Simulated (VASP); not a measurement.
# SiTeS (P4/mmm) in VASP: notebook

Runs on SiTeS. Level: PBE. Tasks: single point, relaxation of cell and atoms.

Everything below comes from runs of VASP 6.6.1. Logs are shortened: lines on timing, memory, paths and dates and some standing lists are left out, and cuts for length are marked.

## Step 1: The cell of the first run

It takes space group P4/mmm (No. 123, tetragonal). The conventional cell has a = 3.389 Å, b = 3.389 Å, c = 5.649 Å, α = 90.00°, β = 90.00°, γ = 90.00°. Si (site symmetry 4/mmm) has 4 S at 2.40 Å and 2 Te at 2.82 Å within 3.2 Å. Te (site symmetry 4/mmm) has 2 Si at 2.82 Å and 4 Te at 3.39 Å and 8 S at 3.70 Å within 3.8 Å. S (site symmetry 4/mmm) has 4 Si at 2.40 Å within 3.2 Å.

The cell was generated, and may not be a known phase.

## Step 2: Single point, PBE

INCAR

```
PREC     = Accurate       # precision mode
ENCUT    = 520            # plane-wave cutoff, eV
EDIFF    = 1E-6           # SCF threshold, eV
ISMEAR   = 0              # smearing method
SIGMA    = 0.1            # smearing width, eV
LREAL    = False          # projectors in reciprocal space
LASPH    = True           # aspherical terms in the spheres
NELM     = 60             # most SCF steps
ALGO     = Normal         # electronic algorithm
ISIF     = 2              # what is computed and relaxed
LWAVE    = False          # write WAVECAR
LCHARG   = False          # write CHGCAR
GGA      = PE             # functional
NBANDS   = 15             # bands
```

KPOINTS

```
regular mesh
0
Gamma
  4 4 4
```

POSCAR

```
SiTeS
1.0
    3.3892939643      0.0000000000      0.0000000000
    0.0000000000      3.3892939643      0.0000000000
    0.0000000000      0.0000000000      5.6487646823
Si Te S
1 1 1
Direct
    0.0000000000      0.0000000000      0.0000000000
    0.0000000000      0.0000000000      0.5000000000
    0.5000000000      0.5000000000      0.0000000000
```

Potentials or basis: VASP PAW PBE potentials, release 64 (Si, Te, S).

Run with:

```console
$ cat potpaw_PBE.64/Si/POTCAR potpaw_PBE.64/Te/POTCAR potpaw_PBE.64/S/POTCAR > POTCAR
$ mpirun -np 1 vasp_std > vasp.out
```

OUTCAR:

```text
PREC = Accurate
   ENCUT = 520
   EDIFF = 1E-6
   ISMEAR = 0
   LREAL = False
   LASPH = True
   NELM = 60
   ISIF = 2
   GGA = PE

 ion  position               nearest neighbor table
   1  0.000  0.000  0.000-   3 2.40   3 2.40   3 2.40   3 2.40   2 2.82   2 2.82
   2  0.000  0.000  0.500-   1 2.82   1 2.82
   3  0.500  0.500  0.000-   1 2.40   1 2.40   1 2.40   1 2.40

  LATTYP: Found a simple tetragonal cell.
 ALAT       =     3.3892939643
 C/A-ratio  =     1.6666493794

  Lattice vectors:

 A1 = (   3.3892939643,   0.0000000000,   0.0000000000)
 A2 = (   0.0000000000,   3.3892939643,   0.0000000000)
 A3 = (   0.0000000000,   0.0000000000,   5.6487646823)

Analysis of symmetry for initial positions (statically):
=====================================================================
 Subroutine PRICEL returns:
 Original cell was already a primitive cell.

 Routine SETGRP: Setting up the symmetry group for a
 simple tetragonal supercell.

 Subroutine GETGRP returns: Found 16 space group operations
 (whereof 16 operations were pure point group operations)
 out of a pool of 16 trial point group operations.

The static configuration has the point symmetry D_4h.

Analysis of symmetry for dynamics (positions and initial velocities):
=====================================================================
 Subroutine PRICEL returns:
 Original cell was already a primitive cell.

 Routine SETGRP: Setting up the symmetry group for a
 simple tetragonal supercell.

 Subroutine GETGRP returns: Found 16 space group operations
 (whereof 16 operations were pure point group operations)
 out of a pool of 16 trial point group operations.

The dynamic configuration has the point symmetry D_4h.

 Subroutine INISYM returns: Found 16 space group operations
 (whereof 16 operations are pure point group operations),
 and found     1 'primitive' translations

----------------------------------------------------------------------------------------

                                     Primitive cell

  volume of cell :      64.8891

  direct lattice vectors                    reciprocal lattice vectors
     3.389293964  0.000000000  0.000000000     0.295046700  0.000000000  0.000000000
     0.000000000  3.389293964  0.000000000     0.000000000  0.295046700  0.000000000
     0.000000000  0.000000000  5.648764682     0.000000000  0.000000000  0.177029856

  length of vectors
     3.389293964  3.389293964  5.648764682     0.295046700  0.295046700  0.177029856

  position of ions in fractional coordinates (direct lattice)
     0.000000000  0.000000000  0.000000000
     0.000000000  0.000000000  0.500000000
     0.500000000  0.500000000  0.000000000

  ion indices of the primitive-cell ions
   primitive index   ion index
                 1           1
                 2           2
                 3           3

----------------------------------------------------------------------------------------

 KPOINTS: regular mesh

Automatic generation of k-mesh.
 Grid dimensions read from file:
 generate k-points for:    4    4    4

 Generating k-lattice:

  Cartesian coordinates                     Fractional coordinates (reciprocal lattice)
     0.073761675  0.000000000  0.000000000     0.250000000  0.000000000  0.000000000
     0.000000000  0.073761675  0.000000000     0.000000000  0.250000000  0.000000000
     0.000000000  0.000000000  0.044257464     0.000000000  0.000000000  0.250000000

  Length of vectors
     0.073761675  0.073761675  0.044257464

  Shift w.r.t. Gamma in fractional coordinates (k-lattice)
     0.000000000  0.000000000  0.000000000

 Subroutine IBZKPT returns following result:
 ===========================================

 Found     18 irreducible k-points:

 Following reciprocal coordinates:
            Coordinates               Weight
  0.000000  0.000000  0.000000      1.000000
  0.250000  0.000000  0.000000      4.000000
  0.500000  0.000000  0.000000      2.000000
  0.250000  0.250000  0.000000      4.000000
  0.500000  0.250000  0.000000      4.000000
  0.500000  0.500000  0.000000      1.000000
[... 10 lines left out ...]
  0.500000  0.250000  0.500000      4.000000
  0.500000  0.500000  0.500000      1.000000
   k-points           NKPTS =     18   k-points in BZ     NKDIM =     18   number of bands    NBANDS=     15
   number of dos      NEDOS =    301   number of ions     NIONS =      3
   total plane-waves  NPLWV =  32928
   dimension x,y,z NGX =    28 NGY =   28 NGZ =   42
   dimension x,y,z NGXF=    56 NGYF=   56 NGZF=   84
   ions per type =               1   1   1
   NGX,Y,Z   is equivalent  to a cutoff of  13.73, 13.73, 12.36 a.u.
   NGXF,Y,Z  is equivalent  to a cutoff of  27.47, 27.47, 24.72 a.u.
 SYSTEM =  unknown system
   PREC   = accura    normal or accurate (medium, high low for compatibility)
   ISTART =      0    job   : 0-new  1-cont  2-samecut
   ICHARG =      2    charge: 1-file 2-atom 10-const
   ISPIN  =      1    spin polarized calculation?
   LNONCOLLINEAR =      F non collinear calculations
   LSORBIT =      F    spin-orbit coupling
   LASPH  =      T    aspherical Exc in radial PAW
   ENCUT  =  520.0 eV  38.22 Ry    6.18 a.u.   6.30  6.30 10.50*2*pi/ulx,y,z
   NELM   =     60;   NELMIN=  2; NELMDL= -5     # of ELM steps
   EDIFF  = 0.1E-05   stopping-criterion for ELM
   LREAL  =      F    real-space projection
   EDIFFG = 0.1E-04   stopping-criterion for IOM
   NSW    =      0    number of steps for IOM
   IBRION =     -1    ionic relax: 0-MD 1-quasi-New 2-CG
   NFREE  =      0    steps in history (QN), initial steepest desc. (CG)
   ISIF   =      2    stress and relaxation
   ISYM   =      2    0-nonsym 1-usesym 2-fastsym
   POTIM  = 0.5000    time-step for ionic-motion
   TEBEG  =    0.0;   TEEND  =   0.0 temperature during run
   PSTRESS=    0.0 pullay stress
   NELECT =      16.0000    total number of electrons
   NUPDOWN=      -1.0000    fix difference up-down
   EMIN   =  10.00;   EMAX   =-10.00  energy-range for DOS
   EFERMI =   0.00;   METHOD = LEGACY
   ISMEAR =     0;   SIGMA  =   0.10  broadening in eV -4-tet -1-fermi 0-gaus
   EFERMI_NEDOS =   21; number of points for ismear=-14 and -15
   IALGO  =     38    algorithm
   IMIX   =      4    mixing-type and parameters
     AMIX     =   0.40;   BMIX     =  1.00
     AMIX_MAG =   1.60;   BMIX_MAG =  1.00
  volume/ion in A,a.u.               =      21.63       145.96
  Fermi-wavevector in a.u.,A,eV,Ry     =   1.026575  1.939946 14.338595  1.053857
  Thomas-Fermi vector in A             =   2.160475
   LORBIT       =      0    0 simple, 1 ext, 2 COOP (PROOUT), +10 PAW based schemes
   GGA     = PE    functional components
   LHFCALC =     F    Hartree Fock is set to
   AEXX    =    0.0000 exact exchange contribution
   IVDW    =     0    specifies the selected vdW correction
   LEPSILON=     F    determine dielectric tensor
   LRPA    =     F    only Hartree local field effects (RPA)
 non-spin polarized calculation
 Gauss-broadening in eV      SIGMA  =   0.10
  energy-cutoff  :      520.00
  volume of cell :       64.89
 maximum number of plane-waves:      1772
 NGX is ok and might be reduce to    28
   NGX = 13   NGY = 13   NGZ = 21

 number of electron      16.0000001 magnetization

 Free energy of the ion-electron system (eV)
  ---------------------------------------------------
  ext. energy  EPLUGINS =         0.00000000
  ---------------------------------------------------
  free energy    TOTEN  =       -12.76027529 eV

  energy without entropy =      -12.75256574  energy(sigma->0) =      -12.75642051

 E-fermi :   6.9752     XC(G=0): -10.0151

 val. band max:        6.9469635265   @ k =   0.2500   0.0000   0.2500
 cond. band min:       7.3001417283   @ k =   0.5000   0.2500   0.5000
 fundamental gap:      0.3531782018
 Fermi energy:         6.9751926569

 k-point     1 :       0.0000    0.0000    0.0000
  band No.  band energies     occupation
      1      -8.5311      2.00000
      2      -4.5695      2.00000
      3       0.4703      2.00000
      4       2.8998      2.00000
      5       2.8998      2.00000
      6       3.6747      2.00000
      7       6.8200      1.97184
      8       8.6656      0.00000
      9       8.6656      0.00000
     10       9.5375      0.00000
     11      12.9494      0.00000
     12      13.8624      0.00000
     13      14.4778      0.00000
     14      14.4778      0.00000
     15      14.5643      0.00000

 k-point     2 :       0.2500    0.0000    0.0000
  band No.  band energies     occupation
      1      -7.9208      2.00000
      2      -4.2675      2.00000
      3      -0.5102      2.00000
      4       1.1489      2.00000
      5       3.4527      2.00000
      6       5.2945      2.00000
      7       5.7543      2.00000
      8       6.3347      2.00000
      9       8.7966      0.00000
     10      10.7879      0.00000
     11      11.5162      0.00000
     12      12.1588      0.00000
     13      13.1968      0.00000
     14      14.6271      0.00000
     15      14.8815      0.00000

 k-point     3 :       0.5000    0.0000    0.0000
  band No.  band energies     occupation
      1      -6.8903      2.00000
      2      -4.5759      2.00000
      3      -1.7592      2.00000
      4       2.6191      2.00000
      5       3.0394      2.00000
      6       3.7474      2.00000
      7       4.3366      2.00000
      8       7.6835      0.00000
      9       8.7500      0.00000
     10       8.7652      0.00000
     11      10.1756      0.00000
     12      12.8597      0.00000
     13      13.9048      0.00000
     14      16.1618      0.00000
     15      16.9190      0.00000

 k-point     4 :       0.2500    0.2500    0.0000
  band No.  band energies     occupation
      1      -7.3473      2.00000
      2      -3.9258      2.00000
      3      -0.2667      2.00000
      4       0.8180      2.00000
      5       1.7960      2.00000
      6       5.2186      2.00000
      7       5.4608      2.00000
      8       5.9529      2.00000
      9       6.8538      1.91387
     10      10.1707      0.00000
     11      11.4515      0.00000
     12      12.9433      0.00000
     13      13.9682      0.00000
     14      14.8140      0.00000
     15      14.8234      0.00000
[... 199 lines left out ...]
 k-point    16 :       0.2500    0.2500    0.5000
  band No.  band energies     occupation
      1      -7.2578      2.00000
      2      -4.0573      2.00000
      3      -1.1055      2.00000
      4       0.9059      2.00000
      5       3.5682      2.00000
      6       4.8930      2.00000
      7       5.4303      2.00000
      8       6.0069      2.00000
      9       7.3248      0.00000
     10       8.9127      0.00000
     11      10.5964      0.00000
     12      13.5646      0.00000
     13      13.9839      0.00000
     14      14.5402      0.00000
     15      15.0294      0.00000

 k-point    17 :       0.5000    0.2500    0.5000
  band No.  band energies     occupation
      1      -6.4222      2.00000
      2      -3.3291      2.00000
      3      -2.4989      2.00000
      4       1.5338      2.00000
      5       2.5632      2.00000
      6       3.0952      2.00000
      7       5.5642      2.00000
      8       6.0869      2.00000
      9       7.3001      0.00000
     10       7.9071      0.00000
     11      12.1487      0.00000
     12      12.6452      0.00000
     13      13.5074      0.00000
     14      14.2295      0.00000
     15      14.8429      0.00000

 k-point    18 :       0.5000    0.5000    0.5000
  band No.  band energies     occupation
      1      -5.8178      2.00000
      2      -2.6326      2.00000
      3      -0.3208      2.00000
      4      -0.3208      2.00000
      5      -0.2743      2.00000
      6       3.8712      2.00000
      7       3.8712      2.00000
      8       4.6867      2.00000
      9       7.8320      0.00000
     10       8.8346      0.00000
     11      12.2001      0.00000
     12      12.5762      0.00000
     13      12.5762      0.00000
     14      14.2238      0.00000
     15      14.2238      0.00000

------------------------ aborting loop because EDIFF is reached ----------------------------------------

  FORCE on cell =-STRESS in cart. coord.  units (eV):
  Direction    XX          YY          ZZ          XY          YZ          ZX
  --------------------------------------------------------------------------------------
  -------------------------------------------------------------------------------------
  Total       -0.0281109     -0.0281109      0.0922649      0.0000000     -0.0000000      0.0000000
  in kB       -0.6940864     -0.6940864      2.2781119      0.0000000     -0.0000000      0.0000000
  external PRESSURE =       0.2966463 kB  Pullay stress =       0.0000000 kB

 VOLUME and BASIS-vectors are now :
 -----------------------------------------------------------------------------
  energy-cutoff  :      520.00
  volume of cell :       64.89
      direct lattice vectors                 reciprocal lattice vectors
     3.389293964  0.000000000  0.000000000     0.295046700  0.000000000  0.000000000
     0.000000000  3.389293964  0.000000000     0.000000000  0.295046700  0.000000000
     0.000000000  0.000000000  5.648764682     0.000000000  0.000000000  0.177029856

 POSITION                                       TOTAL-FORCE (eV/Angst)
 -----------------------------------------------------------------------------------
      0.00000      0.00000      0.00000         0.000000      0.000000      0.000000
      0.00000      0.00000      2.82438         0.000000      0.000000      0.000000
      1.69465      1.69465      0.00000         0.000000      0.000000      0.000000
 -----------------------------------------------------------------------------------
    total drift:                                0.000000      0.000000     -0.000000

  FREE ENERGIE OF THE ION-ELECTRON SYSTEM (eV)
  ---------------------------------------------------
  free  energy   TOTEN  =       -12.7602752854 eV

  energy  without entropy=      -12.7525657385  energy(sigma->0) =      -12.75642051
```

Wall time 7.2 s (1 thread of Intel Xeon 6975P-C (Granite Rapids), shared host); peak memory 0.17 GiB.

What came out:

```yaml
Free_energy: -12.7603 eV
Pressure: 0.0 GPa
Band_gap_on_the_k_mesh: zero (bands 8 and 9 overlap by 3.79 eV)
```

Caveat: the k points lie up to 0.46 Å⁻¹ apart, too coarse for converged energies and pressures of a metal; spin-orbit coupling is left out, which moves the levels of the heavy elements.

## Step 3: Single point, PBE

This run uses another cell than the first one, of 26.95 Å³/atom.

INCAR

```
PREC = Accurate ; ENCUT = 520
EDIFF = 1E-6 ; ISMEAR = 0
SIGMA = 0.1 ; LREAL = False
LASPH = True ; NELM = 100
ALGO = Normal ; ISIF = 2
LWAVE = False ; LCHARG = False
GGA = PE ; NBANDS = 15
```

KPOINTS is that of step 2.

POSCAR

```
SiTeS
1.0
    4.1038265000      0.0000000000      0.0000000000
    0.0000000000      4.1038265000      0.0000000000
    0.0000000000      0.0000000000      4.8009364800
Si Te S
1 1 1
Direct
    0.0000000000      0.0000000000      0.0000000000
    0.0000000000      0.0000000000      0.5000000000
    0.5000000000      0.5000000000      0.0000000000
```

Potentials or basis: VASP PAW PBE potentials, release 64 (Si, Te, S).

Run with:

```console
$ cat potpaw_PBE.64/Si/POTCAR potpaw_PBE.64/Te/POTCAR potpaw_PBE.64/S/POTCAR > POTCAR
$ mpirun -np 1 vasp_std > vasp.out
```

OUTCAR:

```text
PREC = Accurate
   ENCUT = 520
   EDIFF = 1E-6
   ISMEAR = 0
   LREAL = False
   LASPH = True
   NELM = 100
   ISIF = 2
   GGA = PE

 ion  position               nearest neighbor table
   1  0.000  0.000  0.000-   2 2.40   2 2.40   3 2.90   3 2.90   3 2.90   3 2.90
   2  0.000  0.000  0.500-   1 2.40   1 2.40
   3  0.500  0.500  0.000-   1 2.90   1 2.90   1 2.90   1 2.90

  LATTYP: Found a simple tetragonal cell.
 ALAT       =     4.1038265000
 C/A-ratio  =     1.1698682876

  Lattice vectors:
[... 507 lines left out ...]

  FORCE on cell =-STRESS in cart. coord.  units (eV):
  Direction    XX          YY          ZZ          XY          YZ          ZX
  --------------------------------------------------------------------------------------
  -------------------------------------------------------------------------------------
  Total       -5.0212576     -5.0212576     10.4142101      0.0000000      0.0000000      0.0000000
  in kB      -99.4990969    -99.4990969    206.3635426      0.0000000      0.0000000      0.0000000
  external PRESSURE =       2.4551163 kB  Pullay stress =       0.0000000 kB

 VOLUME and BASIS-vectors are now :
 -----------------------------------------------------------------------------
  energy-cutoff  :      520.00
  volume of cell :       80.85
      direct lattice vectors                 reciprocal lattice vectors
     4.103826500  0.000000000  0.000000000     0.243675019  0.000000000  0.000000000
     0.000000000  4.103826500  0.000000000     0.000000000  0.243675019  0.000000000
     0.000000000  0.000000000  4.800936480     0.000000000  0.000000000  0.208292695

 POSITION                                       TOTAL-FORCE (eV/Angst)
 -----------------------------------------------------------------------------------
      0.00000      0.00000      0.00000         0.000000      0.000000      0.000000
      0.00000      0.00000      2.40047         0.000000      0.000000      0.000000
      2.05191      2.05191      0.00000         0.000000      0.000000      0.000000
 -----------------------------------------------------------------------------------
    total drift:                                0.000000     -0.000000     -0.000000

  FREE ENERGIE OF THE ION-ELECTRON SYSTEM (eV)
  ---------------------------------------------------
  free  energy   TOTEN  =       -10.3599999216 eV

  energy  without entropy=      -10.3357314425  energy(sigma->0) =      -10.34786568
```

It took 7.6 s on 1 thread of Intel Xeon 6975P-C (Granite Rapids), shared host; peak memory 0.19 GiB.

What came out:

| Quantity | Value |
| --- | --- |
| Free energy | -10.3600 eV |
| Pressure | 0.2 GPa |
| Band gap on the k mesh | zero (bands 8 and 9 overlap by 1.32 eV) |

Caveat: the k points lie up to 0.38 Å⁻¹ apart, too coarse for converged energies and pressures of a metal; spin-orbit coupling is left out, which moves the levels of the heavy elements.

(Continued in part 2 of 2.)

The gap in the log of VASP goes by the Fermi energy; the results here count the filled bands.